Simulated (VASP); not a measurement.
# Mo (Im-3m) in VASP: further runs

Mo is run at these levels: PBE; tasks: single point.

Everything below comes from runs of VASP 6.6.1. Logs are shortened: lines on timing, memory, paths and dates and some standing lists are left out, and cuts for length are marked.

### Step 1. The cell of the first run

It takes space group Im-3m (No. 229, cubic). The conventional cell has a = 3.160 Å, b = 3.160 Å, c = 3.160 Å, α = 90.00°, β = 90.00°, γ = 90.00°. Mo (site symmetry m-3m) has 14 Mo at 2.74 to 3.16 Å within 3.6 Å.

### Step 2. Single point, PBE

INCAR

```
ALGO = Normal
EDIFF = 1E-7
ENCUT = 520
GGA = PE
ISIF = 2
ISMEAR = 0
LASPH = T
LCHARG = T
LELF = T
LREAL = F
LVHAR = T
LWAVE = F
NBANDS = 13
NELM = 80
PREC = Accurate
SIGMA = 0.05
```

KPOINTS

```
k-points
0
Gamma
  18 18 18
```

POSCAR

```
Mo
1.0
   -1.5801017721      1.5801017721      1.5801017721
    1.5801017721     -1.5801017721      1.5801017721
    1.5801017721      1.5801017721     -1.5801017721
Mo
1
Direct
    0.0000000000      0.0000000000      0.0000000000
```

Potentials or basis: VASP PAW PBE potentials, release 64 (Mo_sv).

Run with:

```console
$ cat potpaw_PBE.64/Mo_sv/POTCAR > POTCAR
$ mpirun -np 1 vasp_std > vasp.out
```

OUTCAR:

```text
EDIFF = 1E-7
   ENCUT = 520
   GGA = PE
   ISIF = 2
   ISMEAR = 0
   LASPH = T
   LREAL = F
   NELM = 80
   PREC = Accurate

 ion  position               nearest neighbor table
   1  0.000  0.000  0.000-

  LATTYP: Found a body centered cubic cell.
 ALAT       =     3.1602035442

  Lattice vectors:

 A1 = (  -1.5801017721,   1.5801017721,   1.5801017721)
 A2 = (   1.5801017721,  -1.5801017721,   1.5801017721)
 A3 = (   1.5801017721,   1.5801017721,  -1.5801017721)

Analysis of symmetry for initial positions (statically):
=====================================================================
 Subroutine PRICEL returns:
 Original cell was already a primitive cell.

 Routine SETGRP: Setting up the symmetry group for a
 body centered cubic supercell.

 Subroutine GETGRP returns: Found 48 space group operations
 (whereof 48 operations were pure point group operations)
 out of a pool of 48 trial point group operations.

The static configuration has the point symmetry O_h .

Analysis of symmetry for dynamics (positions and initial velocities):
=====================================================================
 Subroutine PRICEL returns:
 Original cell was already a primitive cell.

 Routine SETGRP: Setting up the symmetry group for a
 body centered cubic supercell.

 Subroutine GETGRP returns: Found 48 space group operations
 (whereof 48 operations were pure point group operations)
 out of a pool of 48 trial point group operations.

The dynamic configuration has the point symmetry O_h .

 Subroutine INISYM returns: Found 48 space group operations
 (whereof 48 operations are pure point group operations),
 and found     1 'primitive' translations

----------------------------------------------------------------------------------------

                                     Primitive cell

  volume of cell :      15.7803

  direct lattice vectors                    reciprocal lattice vectors
    -1.580101772  1.580101772  1.580101772     0.000000000  0.316435314  0.316435314
     1.580101772 -1.580101772  1.580101772     0.316435314  0.000000000  0.316435314
     1.580101772  1.580101772 -1.580101772     0.316435314  0.316435314  0.000000000

  length of vectors
     2.736816550  2.736816550  2.736816550     0.447507112  0.447507112  0.447507112

  position of ions in fractional coordinates (direct lattice)
     0.000000000  0.000000000  0.000000000

  ion indices of the primitive-cell ions
   primitive index   ion index
                 1           1

----------------------------------------------------------------------------------------

 KPOINTS: k-points

Automatic generation of k-mesh.
 Grid dimensions read from file:
 generate k-points for:   18   18   18

 Generating k-lattice:

  Cartesian coordinates                     Fractional coordinates (reciprocal lattice)
     0.000000000  0.017579740  0.017579740     0.055555556  0.000000000  0.000000000
     0.017579740  0.000000000  0.017579740     0.000000000  0.055555556  0.000000000
     0.017579740  0.017579740  0.000000000     0.000000000  0.000000000  0.055555556

  Length of vectors
     0.024861506  0.024861506  0.024861506

  Shift w.r.t. Gamma in fractional coordinates (k-lattice)
     0.000000000  0.000000000  0.000000000

 Subroutine IBZKPT returns following result:
 ===========================================

 Found    195 irreducible k-points:

 Following reciprocal coordinates:
            Coordinates               Weight
  0.000000  0.000000  0.000000      1.000000
  0.055556  0.000000  0.000000     12.000000
  0.111111  0.000000  0.000000     12.000000
  0.166667  0.000000  0.000000     12.000000
  0.222222  0.000000  0.000000     12.000000
  0.277778  0.000000  0.000000     12.000000
[... 16 lines left out ...]
  0.333333  0.111111  0.000000     48.000000
  0.388889  0.111111  0.000000     48.000000
 [... further k-points ...]
   k-points           NKPTS =    195   k-points in BZ     NKDIM =    195   number of bands    NBANDS=     13
   number of dos      NEDOS =    301   number of ions     NIONS =      1
   total plane-waves  NPLWV =   8000
   dimension x,y,z NGX =    20 NGY =   20 NGZ =   20
   dimension x,y,z NGXF=    40 NGYF=   40 NGZF=   40
   ions per type =               1
   NGX,Y,Z   is equivalent  to a cutoff of  12.15, 12.15, 12.15 a.u.
   NGXF,Y,Z  is equivalent  to a cutoff of  24.30, 24.30, 24.30 a.u.
 SYSTEM =  unknown system
   PREC   = accura    normal or accurate (medium, high low for compatibility)
   ISTART =      0    job   : 0-new  1-cont  2-samecut
   ICHARG =      2    charge: 1-file 2-atom 10-const
   ISPIN  =      1    spin polarized calculation?
   LNONCOLLINEAR =      F non collinear calculations
   LSORBIT =      F    spin-orbit coupling
   LASPH  =      T    aspherical Exc in radial PAW
   ENCUT  =  520.0 eV  38.22 Ry    6.18 a.u.   5.09  5.09  5.09*2*pi/ulx,y,z
   NELM   =     80;   NELMIN=  2; NELMDL= -5     # of ELM steps
   EDIFF  = 0.1E-06   stopping-criterion for ELM
   LREAL  =      F    real-space projection
   EDIFFG = 0.1E-05   stopping-criterion for IOM
   NSW    =      0    number of steps for IOM
   IBRION =     -1    ionic relax: 0-MD 1-quasi-New 2-CG
   NFREE  =      0    steps in history (QN), initial steepest desc. (CG)
   ISIF   =      2    stress and relaxation
   ISYM   =      2    0-nonsym 1-usesym 2-fastsym
   POTIM  = 0.5000    time-step for ionic-motion
   TEBEG  =    0.0;   TEEND  =   0.0 temperature during run
   PSTRESS=    0.0 pullay stress
   NELECT =      14.0000    total number of electrons
   NUPDOWN=      -1.0000    fix difference up-down
   EMIN   =  10.00;   EMAX   =-10.00  energy-range for DOS
   EFERMI =   0.00;   METHOD = LEGACY
   ISMEAR =     0;   SIGMA  =   0.05  broadening in eV -4-tet -1-fermi 0-gaus
   EFERMI_NEDOS =   21; number of points for ismear=-14 and -15
   IALGO  =     38    algorithm
   IMIX   =      4    mixing-type and parameters
     AMIX     =   0.40;   BMIX     =  1.00
     AMIX_MAG =   1.60;   BMIX_MAG =  1.00
  volume/ion in A,a.u.               =      15.78       106.49
  Fermi-wavevector in a.u.,A,eV,Ry     =   1.573062  2.972656 33.667935  2.474523
  Thomas-Fermi vector in A             =   2.674403
   LORBIT       =      0    0 simple, 1 ext, 2 COOP (PROOUT), +10 PAW based schemes
   GGA     = PE    functional components
   LHFCALC =     F    Hartree Fock is set to
   AEXX    =    0.0000 exact exchange contribution
   IVDW    =     0    specifies the selected vdW correction
   LEPSILON=     F    determine dielectric tensor
   LRPA    =     F    only Hartree local field effects (RPA)
 non-spin polarized calculation
 Gauss-broadening in eV      SIGMA  =   0.05
  energy-cutoff  :      520.00
  volume of cell :       15.78
 maximum number of plane-waves:       438
   NGX = 11   NGY = 11   NGZ = 11

 number of electron      14.0000004 magnetization

 Free energy of the ion-electron system (eV)
  ---------------------------------------------------
  ext. energy  EPLUGINS =         0.00000000
  ---------------------------------------------------
  free energy    TOTEN  =       -10.93396158 eV

  energy without entropy =      -10.93328181  energy(sigma->0) =      -10.93362169

 E-fermi :  12.4492     XC(G=0): -13.3370

 val. band max:       12.4402345631   @ k =   0.3889   0.1111   0.0000
 cond. band min:      12.4634420829   @ k =  -0.3889   0.4444   0.2778
 fundamental gap:      0.0232075198
 Fermi energy:        12.4492298228

 k-point     1 :       0.0000    0.0000    0.0000
  band No.  band energies     occupation
      1     -48.8372      2.00000
      2     -22.1250      2.00000
      3     -22.1250      2.00000
      4     -22.1250      2.00000
      5       5.2373      2.00000
      6      11.0962      2.00000
      7      11.0962      2.00000
      8      11.0962      2.00000
      9      14.0871      0.00000
     10      14.0871      0.00000
     11      27.2592      0.00000
     12      27.2592      0.00000
     13      27.2592      0.00000

 k-point     2 :       0.0556    0.0000    0.0000
  band No.  band energies     occupation
      1     -48.8296      2.00000
      2     -22.1689      2.00000
      3     -22.1386      2.00000
      4     -22.1254      2.00000
      5       5.3731      2.00000
      6      11.0198      2.00000
      7      11.0842      2.00000
      8      11.2229      2.00000
      9      13.9733      0.00000
     10      14.0891      0.00000
     11      27.3612      0.00000
     12      27.4876      0.00000
     13      27.5256      0.00000

 k-point     3 :       0.1111    0.0000    0.0000
  band No.  band energies     occupation
      1     -48.8079      2.00000
      2     -22.2941      2.00000
      3     -22.1774      2.00000
      4     -22.1263      2.00000
      5       5.7610      2.00000
      6      10.8073      2.00000
      7      11.0305      2.00000
      8      11.5977      2.00000
      9      13.7219      0.00000
     10      14.0999      0.00000
     11      27.6039      0.00000
     12      28.1532      0.00000
     13      28.1857      0.00000
[... 305 lines left out ...]
 k-point    23 :       0.3333    0.1111    0.0000
  band No.  band energies     occupation
      1     -48.6035      2.00000
      2     -23.3050      2.00000
      3     -22.5512      2.00000
      4     -22.1930      2.00000
      5       7.7148      2.00000
      6       9.3657      2.00000
      7      11.8143      2.00000
      8      13.8679      0.00000
      9      14.8594      0.00000
     10      16.8974      0.00000
     11      25.0056      0.00000
     12      25.8412      0.00000
     13      30.2289      0.00000

 k-point    24 :       0.3889    0.1111    0.0000
  band No.  band energies     occupation
      1     -48.5823      2.00000
      2     -23.3994      2.00000
      3     -22.5965      2.00000
      4     -22.1949      2.00000
      5       7.5827      2.00000
      6       9.2400      2.00000
      7      12.4402      1.20083
      8      13.9873      0.00000
      9      15.1064      0.00000
     10      17.7631      0.00000
     11      24.0289      0.00000
     12      25.1873      0.00000
     13      29.3225      0.00000

 [... further k-points ...]

------------------------ aborting loop because EDIFF is reached ----------------------------------------

  FORCE on cell =-STRESS in cart. coord.  units (eV):
  Direction    XX          YY          ZZ          XY          YZ          ZX
  --------------------------------------------------------------------------------------
  -------------------------------------------------------------------------------------
  Total        0.0499370      0.0499370      0.0499370     -0.0000000      0.0000000      0.0000000
  in kB        5.0701183      5.0701183      5.0701183     -0.0000000      0.0000000      0.0000000
  external PRESSURE =       5.0701183 kB  Pullay stress =       0.0000000 kB

 VOLUME and BASIS-vectors are now :
 -----------------------------------------------------------------------------
  energy-cutoff  :      520.00
  volume of cell :       15.78
      direct lattice vectors                 reciprocal lattice vectors
    -1.580101772  1.580101772  1.580101772     0.000000000  0.316435314  0.316435314
     1.580101772 -1.580101772  1.580101772     0.316435314  0.000000000  0.316435314
     1.580101772  1.580101772 -1.580101772     0.316435314  0.316435314  0.000000000

 POSITION                                       TOTAL-FORCE (eV/Angst)
 -----------------------------------------------------------------------------------
      0.00000      0.00000      0.00000         0.000000     -0.000000     -0.000000
 -----------------------------------------------------------------------------------
    total drift:                                0.000000     -0.000000      0.000000

  FREE ENERGIE OF THE ION-ELECTRON SYSTEM (eV)
  ---------------------------------------------------
  free  energy   TOTEN  =       -10.9339615763 eV

  energy  without entropy=      -10.9332818095  energy(sigma->0) =      -10.93362169
```

It took 23 s on 1 thread of Intel Xeon Platinum 8259CL at 2.50GHz (Skylake/Cascade Lake), shared host; peak memory 0.15 GiB.

Results:

- Free energy: -10.9340 eV
- Pressure: 0.5 GPa
- Band gap on the k mesh: zero (band 7 reaches 16.37 eV, above the bottom of band 8 at 11.10 eV)

Levels at points of the mesh, in eV from the Fermi level:
```
           k point  band 3  band 4  band 5  band 6  band 7  band 8  band 9  band 10  band 11  band 12
(0.00, 0.00, 0.00)  -34.57  -34.57   -7.21   -1.35   -1.35   -1.35    1.64     1.64    14.81    14.81
(0.50, 0.00, 0.00)  -35.01  -34.59   -5.27   -3.36    1.58    1.66    2.28     4.67    11.49    11.93
(0.50, 0.50, 0.50)  -35.51  -35.51   -5.37   -5.37    3.92    3.92    3.92     8.98     8.98     8.98
```

### Step 3. Single point, PBE

INCAR

```
SYSTEM = Mo
ALGO = Normal
EDIFF = 1E-7
ENCUT = 520
GGA = PE
ISIF = 2
ISMEAR = 0
LASPH = .True.
LCHARG = .False.
LREAL = .False.
LWAVE = .False.
NBANDS = 13
NELM = 60
PREC = Accurate
SIGMA = 0.05
```

KPOINTS

```
k-points
0
Gamma
  18 18 18
  0 0 0
```

POSCAR is that of step 2.

Potentials or basis: VASP PAW PBE potentials, release 64 (Mo_sv).

Run with:

```console
$ cat potpaw_PBE.64/Mo_sv/POTCAR > POTCAR
$ mpirun -np 1 vasp_std > vasp.out
```

OUTCAR:

```text
SYSTEM = Mo
   EDIFF = 1E-7
   ENCUT = 520
   GGA = PE
   ISIF = 2
   ISMEAR = 0
   LASPH = .True.
   LREAL = .False.
   NELM = 60
   PREC = Accurate

 ion  position               nearest neighbor table
   1  0.000  0.000  0.000-

  LATTYP: Found a body centered cubic cell.
 ALAT       =     3.1602035442

  Lattice vectors:

 A1 = (  -1.5801017721,   1.5801017721,   1.5801017721)
 A2 = (   1.5801017721,  -1.5801017721,   1.5801017721)
[... 561 lines left out ...]
     11      24.0289      0.00000
     12      25.1873      0.00000
     13      29.3225      0.00000

 [... further k-points ...]

------------------------ aborting loop because EDIFF is reached ----------------------------------------

  FORCE on cell =-STRESS in cart. coord.  units (eV):
  Direction    XX          YY          ZZ          XY          YZ          ZX
  --------------------------------------------------------------------------------------
  -------------------------------------------------------------------------------------
  Total        0.0499370      0.0499370      0.0499370     -0.0000000      0.0000000      0.0000000
  in kB        5.0701183      5.0701183      5.0701183     -0.0000000      0.0000000      0.0000000
  external PRESSURE =       5.0701183 kB  Pullay stress =       0.0000000 kB

 VOLUME and BASIS-vectors are now :
 -----------------------------------------------------------------------------
  energy-cutoff  :      520.00
  volume of cell :       15.78
      direct lattice vectors                 reciprocal lattice vectors
    -1.580101772  1.580101772  1.580101772     0.000000000  0.316435314  0.316435314
     1.580101772 -1.580101772  1.580101772     0.316435314  0.000000000  0.316435314
     1.580101772  1.580101772 -1.580101772     0.316435314  0.316435314  0.000000000

 POSITION                                       TOTAL-FORCE (eV/Angst)
 -----------------------------------------------------------------------------------
      0.00000      0.00000      0.00000         0.000000     -0.000000     -0.000000
 -----------------------------------------------------------------------------------
    total drift:                                0.000000     -0.000000      0.000000

  FREE ENERGIE OF THE ION-ELECTRON SYSTEM (eV)
  ---------------------------------------------------
  free  energy   TOTEN  =       -10.9339615763 eV

  energy  without entropy=      -10.9332818095  energy(sigma->0) =      -10.93362169
```

Run time: 22 s. Hardware: 1 thread of Intel Xeon Platinum 8259CL at 2.50GHz (Skylake/Cascade Lake), shared host; peak memory 0.15 GiB.

What came out:

- Free energy: -10.9340 eV
- Pressure: 0.5 GPa
- Band gap on the k mesh: zero (band 7 reaches 16.37 eV, above the bottom of band 8 at 11.10 eV)

[end of part 1 of 2]
